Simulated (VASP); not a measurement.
A run of VASP 6.6.1 is set up as follows.

Contents of INCAR:

```
ALGO     = Normal         # electronic algorithm
EDIFF    = 1E-7           # SCF threshold, eV
ENCUT    = 520            # plane-wave cutoff, eV
GGA      = PS             # functional
ISIF     = 2              # what is computed and relaxed
ISMEAR   = -1             # smearing method
LASPH    = True           # aspherical terms in the spheres
LCHARG   = False          # write CHGCAR
LREAL    = False          # projectors in reciprocal space
LWAVE    = False          # write WAVECAR
NBANDS   = 10             # bands
NELM     = 60             # most SCF steps
PREC     = Accurate       # precision mode
SIGMA    = 0.03           # smearing width, eV
```

The input KPOINTS:

```
k-points
0
Gamma
  11 11 11
```

File POSCAR:

```
Na
1.0
   -2.0963250000      2.0963250000      2.1175000000
    2.0963250000     -2.0963250000      2.1175000000
    2.0963250000      2.0963250000     -2.1175000000
Na
1
Direct
    0.0000000000      0.0000000000      0.0000000000
```

Potentials or basis: VASP PAW PBE potentials, release 64 (Na_pv).

Run with:

```sh
$ cat potpaw_PBE.64/Na_pv/POTCAR > POTCAR
$ mpirun -np 1 vasp_std > vasp.out
```

Problem. Estimate the pressure.

Solution. -0.2 GPa.

Caveat: the cell differs from its parent crystal (equal xx and yy strain of -1 %); the PAW data sets were made with another functional, which shifts forces and pressure a little.
